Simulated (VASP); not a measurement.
# Tm2N (Fd-3m) in VASP: single point with PBE

Aim: the single point of Tm2N with PBE.

Everything below comes from runs of VASP 6.6.1. Logs are shortened: lines on timing, memory, paths and dates and some standing lists are left out, and cuts for length are marked.

## 1. The cell of the first run

Symmetry: Fd-3m, No. 227, cubic system. The conventional cell has a = 8.153 Å, b = 8.153 Å, c = 8.153 Å, α = 90.00°, β = 90.00°, γ = 90.00°. Tm (site symmetry -3m) has 2 N at 1.77 Å within 2.3 Å. N (site symmetry -43m) has 4 Tm at 1.77 Å within 2.3 Å.

The cell was generated, and may not be a known phase.

## 2. Single point, PBE

Contents of INCAR:

```
SYSTEM = Tm2N
ALGO = All
EDIFF = 1E-6
ENCUT = 800
GGA = PE
GGA_COMPAT = .FALSE.
ISEARCH = 1
ISIF = 2
ISMEAR = 0
KPAR = 4
LASPH = .TRUE.
LCHARG = .FALSE.
LMAXMIX = 6
LREAL = .FALSE.
LWAVE = .FALSE.
NBANDS = 60
NELM = 300
PREC = Accurate
SIGMA = 0.1
```

Contents of KPOINTS:

```
k-points
0
G
  4 4 4
  0 0 0
```

Contents of POSCAR:

```
Tm2N
1.0
    0.0000000000      4.0762760800      4.0762760800
    4.0762760800      0.0000000000      4.0762760800
    4.0762760800      4.0762760800      0.0000000000
Tm N
4 2
Direct
    0.6250000000      0.6250000000      0.6250000000
    0.6250000000      0.6250000000      0.1250000000
    0.6250000000      0.1250000000      0.6250000000
    0.1250000000      0.6250000000      0.6250000000
    0.7500000000      0.7500000000      0.7500000000
    0.5000000000      0.5000000000      0.5000000000
```

Potentials or basis: VASP PAW PBE potentials, release 64 (Tm, N).

Run with:

```bash
$ cat potpaw_PBE.64/Tm/POTCAR potpaw_PBE.64/N/POTCAR > POTCAR
$ mpirun -np 4 vasp_std > vasp.out
```

OUTCAR:

```text
SYSTEM = Tm2N
   EDIFF = 1E-6
   ENCUT = 800
   GGA = PE
   ISIF = 2
   ISMEAR = 0
   LASPH = .TRUE.
   LREAL = .FALSE.
   NELM = 300
   PREC = Accurate

 ion  position               nearest neighbor table
   1  0.625  0.625  0.625-   5 1.77   6 1.77   4 2.88   2 2.88   3 2.88   2 2.88   3 2.88   4 2.88

   2  0.625  0.625  0.125-   5 1.77   6 1.77   1 2.88   1 2.88   3 2.88   4 2.88   3 2.88   4 2.88

   3  0.625  0.125  0.625-   5 1.77   6 1.77   1 2.88   2 2.88   1 2.88   2 2.88   4 2.88   4 2.88

   4  0.125  0.625  0.625-   5 1.77   6 1.77   1 2.88   2 2.88   3 2.88   1 2.88   2 2.88   3 2.88

   5  0.750  0.750  0.750-   1 1.77   2 1.77   3 1.77   4 1.77
   6  0.500  0.500  0.500-   1 1.77   2 1.77   3 1.77   4 1.77

  LATTYP: Found a face centered cubic cell.
 ALAT       =     8.1525521600

  Lattice vectors:

 A1 = (   0.0000000000,   4.0762760800,   4.0762760800)
 A2 = (   4.0762760800,   0.0000000000,   4.0762760800)
 A3 = (   4.0762760800,   4.0762760800,   0.0000000000)

Analysis of symmetry for initial positions (statically):
=====================================================================
 Subroutine PRICEL returns:
 Original cell was already a primitive cell.

 Routine SETGRP: Setting up the symmetry group for a
 face centered cubic supercell.

 Subroutine GETGRP returns: Found 48 space group operations
 (whereof 24 operations were pure point group operations)
 out of a pool of 48 trial point group operations.

The static configuration has the point symmetry T_d .
 The point group associated with its full space group is O_h .

Analysis of symmetry for dynamics (positions and initial velocities):
=====================================================================
 Subroutine PRICEL returns:
 Original cell was already a primitive cell.

 Routine SETGRP: Setting up the symmetry group for a
 face centered cubic supercell.

 Subroutine GETGRP returns: Found 48 space group operations
 (whereof 24 operations were pure point group operations)
 out of a pool of 48 trial point group operations.

The dynamic configuration has the point symmetry T_d .
 The point group associated with its full space group is O_h .

 Subroutine INISYM returns: Found 48 space group operations
 (whereof 24 operations are pure point group operations),
 and found     1 'primitive' translations

----------------------------------------------------------------------------------------

                                     Primitive cell

  volume of cell :     135.4630

  direct lattice vectors                    reciprocal lattice vectors
     0.000000000  4.076276080  4.076276080    -0.122660975  0.122660975  0.122660975
     4.076276080  0.000000000  4.076276080     0.122660975 -0.122660975  0.122660975
     4.076276080  4.076276080  0.000000000     0.122660975  0.122660975 -0.122660975

  length of vectors
     5.764724916  5.764724916  5.764724916     0.212455042  0.212455042  0.212455042

  position of ions in fractional coordinates (direct lattice)
     0.625000000  0.625000000  0.625000000
     0.625000000  0.625000000  0.125000000
     0.625000000  0.125000000  0.625000000
     0.125000000  0.625000000  0.625000000
     0.750000000  0.750000000  0.750000000
     0.500000000  0.500000000  0.500000000

  ion indices of the primitive-cell ions
   primitive index   ion index
                 1           1
                 2           2
                 3           3
                 4           4
                 5           5
                 6           6

----------------------------------------------------------------------------------------

 KPOINTS: k-points

Automatic generation of k-mesh.
 Grid dimensions read from file:
 generate k-points for:    4    4    4

 Generating k-lattice:

  Cartesian coordinates                     Fractional coordinates (reciprocal lattice)
    -0.030665244  0.030665244  0.030665244     0.250000000  0.000000000  0.000000000
     0.030665244 -0.030665244  0.030665244     0.000000000  0.250000000  0.000000000
     0.030665244  0.030665244 -0.030665244     0.000000000  0.000000000  0.250000000

  Length of vectors
     0.053113760  0.053113760  0.053113760

  Shift w.r.t. Gamma in fractional coordinates (k-lattice)
     0.000000000  0.000000000  0.000000000

 Subroutine IBZKPT returns following result:
 ===========================================

 Found      8 irreducible k-points:

 Following reciprocal coordinates:
            Coordinates               Weight
  0.000000  0.000000  0.000000      1.000000
  0.250000  0.000000  0.000000      8.000000
  0.500000  0.000000  0.000000      4.000000
  0.250000  0.250000  0.000000      6.000000
  0.500000  0.250000  0.000000     24.000000
 -0.250000  0.250000  0.000000     12.000000
  0.500000  0.500000  0.000000      3.000000
 -0.250000  0.500000  0.250000      6.000000
   k-points           NKPTS =      8   k-points in BZ     NKDIM =      8   number of bands    NBANDS=     60
   number of dos      NEDOS =    301   number of ions     NIONS =      6
   total plane-waves  NPLWV = 157464
   dimension x,y,z NGX =    54 NGY =   54 NGZ =   54
   dimension x,y,z NGXF=   108 NGYF=  108 NGZF=  108
   ions per type =               4   2
   NGX,Y,Z   is equivalent  to a cutoff of  15.57, 15.57, 15.57 a.u.
   NGXF,Y,Z  is equivalent  to a cutoff of  31.15, 31.15, 31.15 a.u.
 SYSTEM =  Tm2N
   PREC   = accura    normal or accurate (medium, high low for compatibility)
   ISTART =      0    job   : 0-new  1-cont  2-samecut
   ICHARG =      2    charge: 1-file 2-atom 10-const
   ISPIN  =      1    spin polarized calculation?
   LNONCOLLINEAR =      F non collinear calculations
   LSORBIT =      F    spin-orbit coupling
   LASPH  =      T    aspherical Exc in radial PAW
   ENCUT  =  800.0 eV  58.80 Ry    7.67 a.u.  13.29 13.29 13.29*2*pi/ulx,y,z
   NELM   =    300;   NELMIN=  2; NELMDL= -5     # of ELM steps
   EDIFF  = 0.1E-05   stopping-criterion for ELM
   LREAL  =      F    real-space projection
   EDIFFG = 0.1E-04   stopping-criterion for IOM
   NSW    =      0    number of steps for IOM
   IBRION =     -1    ionic relax: 0-MD 1-quasi-New 2-CG
   NFREE  =      0    steps in history (QN), initial steepest desc. (CG)
   ISIF   =      2    stress and relaxation
   ISYM   =      2    0-nonsym 1-usesym 2-fastsym
   POTIM  = 0.5000    time-step for ionic-motion
   TEBEG  =    0.0;   TEEND  =   0.0 temperature during run
   PSTRESS=    0.0 pullay stress
   NELECT =     102.0000    total number of electrons
   NUPDOWN=      -1.0000    fix difference up-down
   EMIN   =  10.00;   EMAX   =-10.00  energy-range for DOS
   EFERMI =   0.00;   METHOD = LEGACY
   ISMEAR =     0;   SIGMA  =   0.10  broadening in eV -4-tet -1-fermi 0-gaus
   EFERMI_NEDOS =   21; number of points for ismear=-14 and -15
   IALGO  =     58    algorithm
   IMIX   =      4    mixing-type and parameters
     AMIX     =   0.40;   BMIX     =  1.00
     AMIX_MAG =   1.60;   BMIX_MAG =  1.00
  volume/ion in A,a.u.               =      22.58       152.36
  Fermi-wavevector in a.u.,A,eV,Ry     =   1.489366  2.814493 30.180575  2.218210
  Thomas-Fermi vector in A             =   2.602283
   LORBIT       =      0    0 simple, 1 ext, 2 COOP (PROOUT), +10 PAW based schemes
   GGA     = PE    functional components
   LHFCALC =     F    Hartree Fock is set to
   AEXX    =    0.0000 exact exchange contribution
   IVDW    =     0    specifies the selected vdW correction
   LEPSILON=     F    determine dielectric tensor
   LRPA    =     F    only Hartree local field effects (RPA)
 non-spin polarized calculation
 Gauss-broadening in eV      SIGMA  =   0.10
  energy-cutoff  :      800.00
  volume of cell :      135.46
 maximum number of plane-waves:      6982
 NGX is ok and might be reduce to    54
   NGX = 27   NGY = 27   NGZ = 27

 number of electron     102.0000014 magnetization

 Free energy of the ion-electron system (eV)
  ---------------------------------------------------
  ext. energy  EPLUGINS =         0.00000000
  ---------------------------------------------------
  free energy    TOTEN  =       -13.62577314 eV

  energy without entropy =      -13.46902569  energy(sigma->0) =      -13.54739941

 E-fermi :   2.0470     XC(G=0):  -9.7271

 val. band max:        2.0184172108   @ k =  -0.2500   0.5000   0.2500
 cond. band min:       2.0784190232   @ k =   0.5000   0.2500   0.0000
 fundamental gap:      0.0600018124
 Fermi energy:         2.0469606594

 k-point     1 :       0.0000    0.0000    0.0000
  band No.  band energies     occupation
      1     -48.1702      2.00000
      2     -47.7348      2.00000
      3     -47.7348      2.00000
      4     -47.7348      2.00000
      5     -27.0824      2.00000
      6     -23.1601      2.00000
[... 52 lines left out ...]
     59       4.2690      0.00000
     60       4.2691      0.00000

 k-point     2 :       0.2500    0.0000    0.0000
  band No.  band energies     occupation
      1     -48.1266      2.00000
      2     -47.7827      2.00000
      3     -47.7350      2.00000
      4     -47.7350      2.00000
      5     -26.7616      2.00000
      6     -23.6050      2.00000
[... 52 lines left out ...]
     59       4.0820      0.00000
     60       4.2444      0.00000

 k-point     3 :       0.5000    0.0000    0.0000
  band No.  band energies     occupation
      1     -48.0653      2.00000
      2     -47.8483      2.00000
      3     -47.7351      2.00000
      4     -47.7351      2.00000
      5     -26.3012      2.00000
      6     -24.2397      2.00000
[... 304 lines left out ...]
     59       4.7500      0.00000
     60       4.8129      0.00000

 k-point     8 :      -0.2500    0.5000    0.2500
  band No.  band energies     occupation
      1     -47.9581      2.00000
      2     -47.9581      2.00000
      3     -47.7354      2.00000
      4     -47.7354      2.00000
      5     -25.3877      2.00000
      6     -25.3877      2.00000
[... 52 lines left out ...]
     59       4.5585      0.00000
     60       4.6614      0.00000

------------------------ aborting loop because EDIFF is reached ----------------------------------------

  FORCE on cell =-STRESS in cart. coord.  units (eV):
  Direction    XX          YY          ZZ          XY          YZ          ZX
  --------------------------------------------------------------------------------------
  -------------------------------------------------------------------------------------
  Total       63.5735481     63.5735481     63.5735481      0.0000000      0.0000000      0.0000000
  in kB      751.9107011    751.9107011    751.9107011      0.0000000      0.0000000      0.0000000
  external PRESSURE =     751.9107011 kB  Pullay stress =       0.0000000 kB

 VOLUME and BASIS-vectors are now :
 -----------------------------------------------------------------------------
  energy-cutoff  :      800.00
  volume of cell :      135.46
      direct lattice vectors                 reciprocal lattice vectors
     0.000000000  4.076276080  4.076276080    -0.122660975  0.122660975  0.122660975
     4.076276080  0.000000000  4.076276080     0.122660975 -0.122660975  0.122660975
     4.076276080  4.076276080  0.000000000     0.122660975  0.122660975 -0.122660975

 POSITION                                       TOTAL-FORCE (eV/Angst)
 -----------------------------------------------------------------------------------
      5.09535      5.09535      5.09535         0.000000      0.000000      0.000000
      3.05721      3.05721      5.09535         0.000000      0.000000      0.000000
      3.05721      5.09535      3.05721         0.000000      0.000000      0.000000
      5.09535      3.05721      3.05721         0.000000      0.000000      0.000000
      6.11441      6.11441      6.11441        -0.000000     -0.000000     -0.000000
      4.07628      4.07628      4.07628         0.000000      0.000000      0.000000
 -----------------------------------------------------------------------------------
    total drift:                               -0.000000     -0.000000      0.000000

  FREE ENERGIE OF THE ION-ELECTRON SYSTEM (eV)
  ---------------------------------------------------
  free  energy   TOTEN  =       -13.6257731407 eV

  energy  without entropy=      -13.4690533398  energy(sigma->0) =      -13.54741324
```

It took 9.7 min on 4 MPI ranks of Intel Xeon Platinum 8375C at 2.90GHz (Ice Lake), shared host; peak memory 0.55 GiB.

Results:

| Item | Value |
| --- | --- |
| Free energy | -13.6258 eV |
| Pressure | 75.2 GPa |
| Band gap on the k mesh | zero (bands 51 and 52 overlap by 0.25 eV) |

Caveat: the cell stands under pressure; spin-orbit coupling is left out, which moves the levels of the heavy elements; the run has no spin polarisation, though such a crystal can be magnetic; semilocal functionals describe open f shells poorly, which spoils levels, moments and volumes.

The gap in the log of VASP goes by the Fermi energy; the results here count the filled bands.